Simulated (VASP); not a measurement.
# Te2Mo in VASP: further runs

The runs below take Te2Mo through single point, with PBEsol.

All numbers are computed with VASP 6.6.1; they aren't measurements. Logs are shortened: lines on timing, memory, paths and dates and some standing lists are left out, and cuts for length are marked.

### Step 1. The cell of the first run

The cell holds a slab with vacuum, 3 atoms: a = 3.582 Å, b = 3.582 Å, c = 19.207 Å, α = 90.00°, β = 90.00°, γ = 120.00°.

### Step 2. Single point, PBEsol (strained and its atoms moved)

INCAR reads:

```
PREC     = Accurate       # precision mode
ENCUT    = 520            # plane-wave cutoff, eV
EDIFF    = 1E-7           # SCF threshold, eV
ISMEAR   = 0              # smearing method
SIGMA    = 0.02           # smearing width, eV
LREAL    = F              # projectors in reciprocal space
LASPH    = T              # aspherical terms in the spheres
NELM     = 100            # most SCF steps
ALGO     = Normal         # electronic algorithm
ISIF     = 2              # what is computed and relaxed
LWAVE    = F              # write WAVECAR
LCHARG   = F              # write CHGCAR
GGA      = PS             # functional
NBANDS   = 20             # bands
```

KPOINTS reads:

```
Automatic mesh
0
Gamma
  9 9 2
```

POSCAR reads:

```
Te2Mo
1.0
    3.5818078249      0.0000000000      0.0000000000
   -1.7909039124      3.1019365678      0.0000000000
    0.0000000000      0.0000000000     19.2074188142
Te Mo
2 1
Direct
    0.3333333300      0.6666666700      0.9048443842
    0.3333333300      0.6666666700      0.0951556158
    0.0000000000      0.0000000000      0.0000000000
```

Potentials or basis: VASP PAW PBE potentials, release 64 (Te, Mo_sv).

The run is started by

```console
cat potpaw_PBE.64/Te/POTCAR potpaw_PBE.64/Mo_sv/POTCAR > POTCAR
mpirun -np 1 vasp_std > vasp.out
```

OUTCAR:

```text
PREC = Accurate
   ENCUT = 520
   EDIFF = 1E-7
   ISMEAR = 0
   LREAL = F
   LASPH = T
   NELM = 100
   ISIF = 2
   GGA = PS

 ion  position               nearest neighbor table
   1  0.333  0.667  0.905-   3 2.76   3 2.76   3 2.76   2 3.66
   2  0.333  0.667  0.095-   3 2.76   3 2.76   3 2.76   1 3.66
   3  0.000  0.000  0.000-   1 2.76   2 2.76   1 2.76   2 2.76   1 2.76   2 2.76

  LATTYP: Found a hexagonal cell.
 ALAT       =     3.5818078249
 C/A-ratio  =     5.3624928397

  Lattice vectors:

 A1 = (   3.5818078249,   0.0000000000,   0.0000000000)
 A2 = (  -1.7909039124,   3.1019365678,   0.0000000000)
 A3 = (   0.0000000000,   0.0000000000,  19.2074188142)

Analysis of symmetry for initial positions (statically):
=====================================================================
 Subroutine PRICEL returns:
 Original cell was already a primitive cell.

 Routine SETGRP: Setting up the symmetry group for a
 hexagonal supercell.

 Subroutine GETGRP returns: Found 12 space group operations
 (whereof 12 operations were pure point group operations)
 out of a pool of 24 trial point group operations.

The static configuration has the point symmetry D_3h.

Analysis of symmetry for dynamics (positions and initial velocities):
=====================================================================
 Subroutine PRICEL returns:
 Original cell was already a primitive cell.

 Routine SETGRP: Setting up the symmetry group for a
 hexagonal supercell.

 Subroutine GETGRP returns: Found 12 space group operations
 (whereof 12 operations were pure point group operations)
 out of a pool of 24 trial point group operations.

The dynamic configuration has the point symmetry D_3h.

 Subroutine INISYM returns: Found 12 space group operations
 (whereof 12 operations are pure point group operations),
 and found     1 'primitive' translations

----------------------------------------------------------------------------------------

                                     Primitive cell

  volume of cell :     213.4048

  direct lattice vectors                    reciprocal lattice vectors
     3.581807825  0.000000000  0.000000000     0.279188625  0.161189628  0.000000000
    -1.790903912  3.101936568  0.000000000     0.000000000  0.322379255  0.000000000
     0.000000000  0.000000000 19.207418814     0.000000000  0.000000000  0.052063216

  length of vectors
     3.581807825  3.581807825 19.207418814     0.322379255  0.322379255  0.052063216

  position of ions in fractional coordinates (direct lattice)
     0.333333330  0.666666670  0.904844384
     0.333333330  0.666666670  0.095155616
     0.000000000  0.000000000  0.000000000

  ion indices of the primitive-cell ions
   primitive index   ion index
                 1           1
                 2           2
                 3           3

----------------------------------------------------------------------------------------

 KPOINTS: Automatic mesh

Automatic generation of k-mesh.
 Grid dimensions read from file:
 generate k-points for:    9    9    2

 Generating k-lattice:

  Cartesian coordinates                     Fractional coordinates (reciprocal lattice)
     0.031020958  0.017909959  0.000000000     0.111111111 -0.000000000  0.000000000
     0.000000000  0.035819917  0.000000000     0.000000000  0.111111111  0.000000000
     0.000000000  0.000000000  0.026031608     0.000000000  0.000000000  0.500000000

  Length of vectors
     0.035819917  0.035819917  0.026031608

  Shift w.r.t. Gamma in fractional coordinates (k-lattice)
     0.000000000  0.000000000  0.000000000

 Subroutine IBZKPT returns following result:
 ===========================================

 Found     24 irreducible k-points:

 Following reciprocal coordinates:
            Coordinates               Weight
  0.000000  0.000000  0.000000      1.000000
  0.111111 -0.000000  0.000000      6.000000
  0.222222  0.000000  0.000000      6.000000
  0.333333  0.000000  0.000000      6.000000
  0.444444  0.000000  0.000000      6.000000
  0.111111  0.111111  0.000000      6.000000
[... 16 lines left out ...]
  0.333333  0.222222  0.500000     12.000000
  0.333333  0.333333  0.500000      2.000000
   k-points           NKPTS =     24   k-points in BZ     NKDIM =     24   number of bands    NBANDS=     20
   number of dos      NEDOS =    301   number of ions     NIONS =      3
   total plane-waves  NPLWV = 112896
   dimension x,y,z NGX =    28 NGY =   28 NGZ =  144
   dimension x,y,z NGXF=    56 NGYF=   56 NGZF=  288
   ions per type =               2   1
   NGX,Y,Z   is equivalent  to a cutoff of  13.00, 13.00, 12.46 a.u.
   NGXF,Y,Z  is equivalent  to a cutoff of  25.99, 25.99, 24.93 a.u.
 SYSTEM =  unknown system
   PREC   = accura    normal or accurate (medium, high low for compatibility)
   ISTART =      0    job   : 0-new  1-cont  2-samecut
   ICHARG =      2    charge: 1-file 2-atom 10-const
   ISPIN  =      1    spin polarized calculation?
[... 82 lines left out ...]
     19       4.4482      0.00000
     20       5.1783      0.00000

 k-point     3 :       0.2222    0.0000    0.0000
  band No.  band energies     occupation
      1     -61.0825      2.00000
      2     -35.2322      2.00000
      3     -35.1865      2.00000
      4     -35.1533      2.00000
      5     -12.2534      2.00000
      6     -11.5523      2.00000
[... 12 lines left out ...]
     19       5.0072      0.00000
     20       5.6732      0.00000

 k-point     4 :       0.3333    0.0000    0.0000
  band No.  band energies     occupation
      1     -61.0800      2.00000
      2     -35.2247      2.00000
      3     -35.2216      2.00000
      4     -35.1616      2.00000
      5     -11.6246      2.00000
      6     -11.1213      2.00000
[... 12 lines left out ...]
     19       5.3250      0.00000
     20       5.6408      0.00000

 k-point     5 :       0.4444    0.0000    0.0000
  band No.  band energies     occupation
      1     -61.0784      2.00000
      2     -35.2443      2.00000
      3     -35.2197      2.00000
      4     -35.1670      2.00000
      5     -11.0944      2.00000
      6     -10.7743      2.00000
[... 12 lines left out ...]
     19       5.4371      0.00000
     20       5.8571      0.00000

 k-point     6 :       0.1111    0.1111    0.0000
  band No.  band energies     occupation
      1     -61.0832      2.00000
      2     -35.2343      2.00000
      3     -35.1760      2.00000
      4     -35.1521      2.00000
      5     -12.3979      2.00000
      6     -11.6529      2.00000
[... 12 lines left out ...]
     19       4.8336      0.00000
     20       5.5647      0.00000

 k-point     7 :       0.2222    0.1111    0.0000
  band No.  band energies     occupation
      1     -61.0809      2.00000
      2     -35.2271      2.00000
      3     -35.2066      2.00000
      4     -35.1625      2.00000
      5     -11.8523      2.00000
      6     -11.2741      2.00000
[... 12 lines left out ...]
     19       5.5270      0.00000
     20       6.1152      0.00000
[... 277 lines left out ...]
 k-point    20 :       0.3333    0.1111    0.5000
  band No.  band energies     occupation
      1     -61.0788      2.00000
      2     -35.2332      2.00000
      3     -35.2209      2.00000
      4     -35.1717      2.00000
      5     -11.2465      2.00000
      6     -10.8662      2.00000
[... 12 lines left out ...]
     19       5.9492      0.00000
     20       6.0708      0.00000

 k-point    21 :       0.4444    0.1111    0.5000
  band No.  band energies     occupation
      1     -61.0780      2.00000
      2     -35.2436      2.00000
      3     -35.2184      2.00000
      4     -35.1753      2.00000
      5     -10.9512      2.00000
      6     -10.6756      2.00000
[... 12 lines left out ...]
     19       6.2257      0.00000
     20       6.5532      0.00000

 k-point    22 :       0.2222    0.2222    0.5000
  band No.  band energies     occupation
      1     -61.0790      2.00000
      2     -35.2237      2.00000
      3     -35.2213      2.00000
      4     -35.1785      2.00000
      5     -11.3110      2.00000
      6     -10.9035      2.00000
[... 12 lines left out ...]
     19       5.9192      0.00000
     20       6.1401      0.00000

 k-point    23 :       0.3333    0.2222    0.5000
  band No.  band energies     occupation
      1     -61.0777      2.00000
      2     -35.2321      2.00000
      3     -35.2176      2.00000
      4     -35.1919      2.00000
      5     -10.8812      2.00000
      6     -10.6157      2.00000
[... 12 lines left out ...]
     19       5.7434      0.00000
     20       6.5167      0.00000

 k-point    24 :       0.3333    0.3333    0.5000
  band No.  band energies     occupation
      1     -61.0773      2.00000
      2     -35.2223      2.00000
      3     -35.2162      2.00000
      4     -35.2092      2.00000
      5     -10.7281      2.00000
      6     -10.5084      2.00000
[... 12 lines left out ...]
     19       4.5791      0.00000
     20       6.8240      0.00000

------------------------ aborting loop because EDIFF is reached ----------------------------------------

  FORCE on cell =-STRESS in cart. coord.  units (eV):
  Direction    XX          YY          ZZ          XY          YZ          ZX
  --------------------------------------------------------------------------------------
  -------------------------------------------------------------------------------------
  Total       -2.7335725     -2.7335725     -2.6747068     -0.0000000     -0.0000000      0.0000000
  in kB      -20.5228174    -20.5228174    -20.0808719     -0.0000000     -0.0000000      0.0000000
  external PRESSURE =     -20.3755022 kB  Pullay stress =       0.0000000 kB

 VOLUME and BASIS-vectors are now :
 -----------------------------------------------------------------------------
  energy-cutoff  :      520.00
  volume of cell :      213.40
      direct lattice vectors                 reciprocal lattice vectors
     3.581807825  0.000000000  0.000000000     0.279188625  0.161189628  0.000000000
    -1.790903912  3.101936568  0.000000000     0.000000000  0.322379255  0.000000000
     0.000000000  0.000000000 19.207418814     0.000000000  0.000000000  0.052063216

 POSITION                                       TOTAL-FORCE (eV/Angst)
 -----------------------------------------------------------------------------------
     -0.00000      2.06796     17.37973        -0.000000      0.000000      0.728768
     -0.00000      2.06796      1.82769         0.000000      0.000000     -0.728768
      0.00000      0.00000      0.00000         0.000000      0.000000      0.000000
 -----------------------------------------------------------------------------------
    total drift:                                0.000010     -0.000006     -0.000000

  FREE ENERGIE OF THE ION-ELECTRON SYSTEM (eV)
  ---------------------------------------------------
  free  energy   TOTEN  =       -19.5262265777 eV

  energy  without entropy=      -19.5262265777  energy(sigma->0) =      -19.52622658
```

Wall time 2.9 min (1 thread of AMD EPYC 7R13 (Zen 3), shared host); peak memory 0.33 GiB.

What came out:

| Item | Value |
| --- | --- |
| Free energy | -19.5262 eV |
| Largest force | 0.729 eV/Å |
| Band gap on the k mesh | 1.05 eV |

Forces in eV/Å, atoms in the order of the input:
```
Te   0.000  0.000  0.729
Te   0.000  0.000 -0.729
Mo   0.000  0.000  0.000
```

Caveat: the cell differs from its parent crystal (strained and its atoms moved); there is no dipole correction, which matters where the two faces differ; the PAW data sets were made with another functional, which shifts forces and pressure a little; spin-orbit coupling is left out, which moves the levels of the heavy elements.

### Step 3. Single point, PBEsol (strained and its atoms moved)

INCAR reads:

```
SYSTEM = Te2Mo
ALGO = Normal
EDIFF = 1E-6
ENCUT = 520
GGA = PS
ISIF = 2
ISMEAR = 0
LASPH = .TRUE.
LCHARG = .FALSE.
LREAL = .FALSE.
LWAVE = .FALSE.
NBANDS = 20
NELM = 80
PREC = Accurate
SIGMA = 0.02
```

KPOINTS reads:

```
k-points
0
G
  9 9 2
  0 0 0
```

POSCAR reads:

```
Te2Mo
1.0
    3.6886148093      0.0000000000      0.0000000000
   -1.8443074046      3.1944341296      0.0000000000
    0.0000000000      0.0000000000     18.4188362123
Te Mo
2 1
Direct
    0.3333333300      0.6666666700      0.8803831145
    0.3333333300      0.6666666700      0.1196168855
    0.0000000000      0.0000000000      0.0000000000
```

Potentials or basis: VASP PAW PBE potentials, release 64 (Te, Mo_sv).

The run is started by

```console
cat potpaw_PBE.64/Te/POTCAR potpaw_PBE.64/Mo_sv/POTCAR > POTCAR
mpirun -np 1 vasp_std > vasp.out
```

Wall time 2.6 min (1 thread of AMD EPYC 7R13 (Zen 3), shared host); peak memory 0.33 GiB.

Results (log left out):

```
Free energy            : -17.3991 eV
Largest force          : 3.405 eV/Å
Band gap on the k mesh : 0.54 eV (least direct gap 0.79 eV)
```

Forces on the atoms (eV/Å):
```
Te   0.000  0.000  3.405
Te   0.000  0.000 -3.405
Mo   0.000  0.000  0.000
```

Levels at points of the mesh, in eV from the valence-band top:
| k point | band 9 | band 10 | band 11 | band 12 | band 13 | band 14 | band 15 | band 16 | band 17 | band 18 |
| --- | --- | --- | --- | --- | --- | --- | --- | --- | --- | --- |
| (0.00, 0.00, 0.00) | -0.83 | -0.73 | -0.73 | -0.28 | -0.28 | 2.21 | 2.21 | 2.23 | 2.23 | 3.37 |
| (0.00, 0.00, 0.50) | -0.83 | -0.73 | -0.73 | -0.28 | -0.28 | 2.21 | 2.21 | 2.23 | 2.23 | 3.40 |

Caveat: the cell differs from its parent crystal (strained and its atoms moved); there is no dipole correction, which matters where the two faces differ; the PAW data sets were made with another functional, which shifts forces and pressure a little; spin-orbit coupling is left out, which moves the levels of the heavy elements.

### Step 4. Single point, PBEsol (strained and its atoms moved)

INCAR reads:

```
PREC     = Accurate       # precision mode
ENCUT    = 520            # plane-wave cutoff, eV
EDIFF    = 1E-6           # SCF threshold, eV
ISMEAR   = 0              # smearing method
SIGMA    = 0.02           # smearing width, eV
LREAL    = F              # projectors in reciprocal space
LASPH    = T              # aspherical terms in the spheres
NELM     = 100            # most SCF steps
ALGO     = Normal         # electronic algorithm
ISIF     = 2              # what is computed and relaxed
LWAVE    = F              # write WAVECAR
LCHARG   = T              # write CHGCAR
GGA      = PS             # functional
LELF     = T              # ELF
LVHAR    = T            
NBANDS   = 20             # bands
```

KPOINTS reads:

```
Automatic mesh
0
Gamma
  9 9 2
```

POSCAR reads:

```
Te2Mo
1.0
    3.7061311547      0.0000000000      0.0000000000
   -1.8530655774      3.2096037297      0.0000000000
    0.0000000000      0.0000000000     18.5050545768
Te Mo
2 1
Direct
    0.3333333300      0.6666666700      0.9048443842
    0.3333333300      0.6666666700      0.0951556158
    0.0000000000      0.0000000000      0.0000000000
```

The run is started by

```console
cat potpaw_PBE.64/Te/POTCAR potpaw_PBE.64/Mo_sv/POTCAR > POTCAR
mpirun -np 1 vasp_std > vasp.out
```

It took 2.8 min on 1 thread of AMD EPYC 7R13 (Zen 3), shared host; peak memory 0.33 GiB.

The run converged. Its results:

| Item | Value |
| --- | --- |
| Free energy | -19.3561 eV |
| Largest force | 0.414 eV/Å |
| Band gap on the k mesh | 0.79 eV |

Forces on the atoms (eV/Å):
```
Te   0.000  0.000  0.414
Te   0.000  0.000 -0.414
Mo   0.000  0.000  0.000
```

Levels at points of the mesh, in eV from the valence-band top:
| k point | band 11 | band 12 | band 13 | band 14 | band 15 | band 16 |
| --- | --- | --- | --- | --- | --- | --- |
| (0.00, 0.00, 0.00) | -0.98 | -0.98 | -0.02 | 2.74 | 2.74 | 3.02 |
| (0.00, 0.00, 0.50) | -0.98 | -0.98 | -0.02 | 2.74 | 2.74 | 3.02 |

Caveat: the cell differs from its parent crystal (strained and its atoms moved); there is no dipole correction, which matters where the two faces differ; the PAW data sets were made with another functional, which shifts forces and pressure a little; spin-orbit coupling is left out, which moves the levels of the heavy elements.

### Step 5. Single point, PBEsol (one atom moved)

INCAR reads:

```
SYSTEM = Te2Mo
ALGO     = Normal         ! electronic algorithm
EDIFF    = 1E-6           ! SCF threshold, eV
ENCUT    = 520            ! plane-wave cutoff, eV
GGA      = PS             ! functional
ISIF     = 2              ! what is computed and relaxed
ISMEAR   = 0              ! smearing method
LASPH    = .TRUE.         ! aspherical terms in the spheres
LCHARG   = .FALSE.        ! write CHGCAR
LREAL    = .FALSE.        ! projectors in reciprocal space
LWAVE    = .FALSE.        ! write WAVECAR
NBANDS   = 20             ! bands
NELM     = 60             ! most SCF steps
PREC     = Accurate       ! precision mode
SIGMA    = 0.02           ! smearing width, eV
```

KPOINTS reads:

```
k-points
0
G
  9 9 2
  0 0 0
```

POSCAR reads:

```
Te2Mo
1.0
    3.5602328140      0.0000000000      0.0000000000
   -1.7801164070      3.0832520603      0.0000000000
    0.0000000000      0.0000000000     17.5240578200
Te Mo
2 1
Direct
    0.3333333300      0.6666666700      0.8978554500
    0.3333333300      0.6666666700      0.1021445500
   -0.0067243909     -0.0096456597      0.0018882613
```

The run is started by

```console
cat potpaw_PBE.64/Te/POTCAR potpaw_PBE.64/Mo_sv/POTCAR > POTCAR
mpirun -np 1 vasp_std > vasp.out
```

It took 7.7 min on 1 thread of AMD EPYC 7R13 (Zen 3), shared host; peak memory 0.48 GiB.

It converged, with:

```yaml
Free_energy: -19.5679 eV
Largest_force: 0.819 eV/Å
Band_gap_on_the_k_mesh: 1.05 eV
```

Forces on the atoms (eV/Å):
```
Te  -0.044 -0.189  0.475
Te  -0.051 -0.217  0.229
Mo   0.095  0.406 -0.704
```

Levels at points of the mesh, in eV from the valence-band top:
```tsv
k point	band 9	band 10	band 11	band 12	band 13	band 14	band 15	band 16	band 17	band 18
(0.00, 0.00, 0.00)	-1.68	-1.62	-0.97	-0.81	-0.36	2.96	3.14	3.37	3.44	4.31
(0.00, 0.00, 0.50)	-1.68	-1.62	-0.97	-0.81	-0.36	2.96	3.14	3.37	3.44	4.44
```

Caveat: the cell differs from its parent crystal (one atom moved); there is no dipole correction, which matters where the two faces differ; the PAW data sets were made with another functional, which shifts forces and pressure a little; spin-orbit coupling is left out, which moves the levels of the heavy elements.

### Step 6. The runs side by side

| cell | gap on the mesh (eV) | largest force (eV/Å) |
| --- | --- | --- |
| a = 3.582, b = 3.582, c = 19.207 Å, angles 90.0, 90.0, 120.0°, 3 atoms, atomic positions A | 1.05 | 0.73 |
| a = 3.689, b = 3.689, c = 18.419 Å, angles 90.0, 90.0, 120.0°, 3 atoms, atomic positions B | 0.54 | 3.41 |
| a = 3.706, b = 3.706, c = 18.505 Å, angles 90.0, 90.0, 120.0°, 3 atoms, atomic positions A | 0.79 | 0.41 |
| a = 3.560, b = 3.560, c = 17.524 Å, angles 90.0, 90.0, 120.0°, 3 atoms, atomic positions C | 1.05 | 0.82 |

Alike in all rows: task single point; level PBEsol; potentials or basis VASP PAW PBE potentials, release 64 (Te, Mo_sv); no spin polarisation; k mesh 9 × 9 × 2; cutoff (eV) 520; smearing gaussian 0.02 eV.

Caveats: there is no dipole correction, which matters where the two faces differ; the PAW data sets were made with another functional, which shifts forces and pressure a little; spin-orbit coupling is left out, which moves the levels of the heavy elements.

Absolute energies hang on the potentials; compare differences alone.
